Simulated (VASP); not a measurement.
Runs of VASP 6.6.1 on Si2W. The structure is that of space group I4/mmm (No. 139), or close to it. The cells are those of the table. 

```csv
cell,gap on the mesh (eV),pressure (GPa),largest force (eV/Å)
"a = 4.136 Å, angles 132.4, 132.4, 69.6°, 3 atoms",none,27.0,0.62
"a = 4.324 Å, angles 136.5, 136.5, 63.3°, 3 atoms",none,14.3,0.06
"a = 4.673 Å, angles 142.3, 142.3, 54.4°, 3 atoms",none,(a),0.07
"a = 4.226 Å, angles 134.4, 134.4, 66.4°, 3 atoms",none,19.5,0.14
```

Alike in all rows: task single point; level LDA; potentials or basis VASP PAW LDA potentials, release 64 (Si, W_sv); no spin polarisation; k mesh 20 × 20 × 20; cutoff (eV) 520; smearing gaussian 0.15 eV.

Question: Estimate the missing entries.

Answer: (a) 12.3.

Caveats: spin-orbit coupling is left out, which moves the levels of the heavy elements; the stress differs along the axes, from -10 to 101 GPa (at least some runs); the stress differs along the axes, from 3 to 37 GPa (at least some runs); the stress differs along the axes, from -18 to 27 GPa (at least some runs); the stress differs along the axes, from -5 to 68 GPa (at least some runs).

A k mesh can miss the band edges, and the runs leave out spin-orbit coupling on W.

A gap of «none» marks levels without a gap at the run's occupations.
